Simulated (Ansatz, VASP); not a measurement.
**One calculation of Li2HfN2, two programs**

```
CELL_PARAMETERS angstrom
3.36661 0.00000 0.00000
-1.68330 2.91557 0.00000
0.00000 0.00000 4.98971
ATOMIC_POSITIONS crystal
Li 0.66667 0.33333 0.38279
Li 0.33333 0.66667 0.61721
Hf 0.00000 0.00000 0.00000
N 0.66667 0.33333 0.77938
N 0.33333 0.66667 0.22062
```

Change from the starting cell: strain +0.040 along x and y, -0.080 along z, atoms carried along.

Alike in both runs: task single point; functional LDA; k mesh 9 × 9 × 6; occupations gaussian, width 0.05 eV; no spin polarisation.

|  | VASP | Ansatz |
| --- | --- | --- |
| version | VASP 6.6.1 | Ansatz 0.2.0 |
| potentials or method | VASP PAW LDA potentials, release 64 (Li_sv, Hf_pv, N), cutoff 750 eV | scalar-relativistic, plane waves, PAW |
| valence electrons in the cell | 26 | 42 |

|  | VASP | Ansatz | Ansatz less VASP |
| --- | --- | --- | --- |
| gap on the k mesh at the Fermi level (eV) | 2.23 | 2.20 | -0.034 |
| least direct gap on the mesh (eV) | 2.80 | 2.78 | -0.015 |
| pressure (GPa) | -8.7 | -7.8 | +0.92 |
| traceless stress, the component that is largest in VASP (GPa) | 17.73 | 17.54 | -0.194 |
| rms of the force components (eV/Å) | 0.062 | 0.067 | +0.0056 |

LDA's correlation is that of Perdew and Zunger in VASP and of Perdew and Wang (1992) in Ansatz. Atom by atom the forces differ by 0.029 eV/Å (rms over components). VASP's potentials hold 26 valence electrons a cell and Ansatz's 42, so a difference there can come from the potentials and not from the codes.

Neither program's run includes spin-orbit coupling.
